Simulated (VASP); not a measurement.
**AlPt: single point with PBEsol**

Crystal: AlPt.

```
CELL_PARAMETERS angstrom
4.66541 0.00000 0.00000
0.00000 4.66541 0.00000
0.00000 0.00000 4.66541
ATOMIC_POSITIONS crystal
Al 0.84525 0.84525 0.84525
Al 0.65475 0.15475 0.34525
Al 0.34525 0.65475 0.15475
Al 0.15475 0.34525 0.65475
Pt 0.15426 0.15426 0.15426
Pt 0.34574 0.84574 0.65426
Pt 0.65426 0.34574 0.84574
Pt 0.84574 0.65426 0.34574
```

This cell differs from its parent crystal: volume scaled by 0.88, then relaxed in part.

```json
{
 "Program": "VASP 6.6.1",
 "Task": "single point",
 "Functional": "PBEsol",
 "Potentials or basis": "VASP PAW PBE potentials, release 64 (Al, Pt)",
 "Cutoff": "520 eV",
 "k mesh": "8 × 8 × 8",
 "Occupations": "gaussian, width 0.1 eV",
 "Spin": "no spin polarisation"
}
```

```
Pressure               : 34.9 GPa
Largest force          : 0.018 eV/Å
Band gap on the k mesh : zero (band 26 reaches 12.91 eV, above the bottom of band 27 at 11.76 eV)
```

Forces on the atoms (eV/Å):
```
Al   0.008  0.008  0.008
Al  -0.008 -0.008  0.008
Al   0.008 -0.008 -0.008
Al  -0.008  0.008 -0.008
Pt   0.010  0.010  0.010
Pt  -0.010 -0.010  0.010
Pt   0.010 -0.010 -0.010
Pt  -0.010  0.010 -0.010
```

Levels at points of the mesh, in eV from the Fermi level:
```csv
k point,band 22,band 23,band 24,band 25,band 26,band 27,band 28,band 29,band 30,band 31
"(0.00, 0.00, 0.00)",-2.01,-2.01,-2.01,-0.19,-0.19,-0.19,4.74,4.74,4.74,4.75
"(0.50, 0.00, 0.00)",-2.72,-1.71,-1.71,-0.83,-0.83,1.49,1.49,3.28,3.28,4.79
"(0.50, 0.50, 0.00)",-2.81,-2.54,-2.54,0.31,0.31,1.52,1.52,3.26,3.26,3.81
"(0.50, 0.50, 0.50)",-2.90,-2.90,-2.90,-0.85,-0.85,-0.85,-0.85,6.94,6.94,6.94
```

Run time: 94 s on 1 thread of Intel(R) Xeon(R) 6975P-C (Granite Rapids) (shared host), peak memory 0.28 GiB.

Caveat: the PAW data sets were made with another functional, which shifts forces and pressure a little; spin-orbit coupling is left out, which moves the levels of the heavy elements.
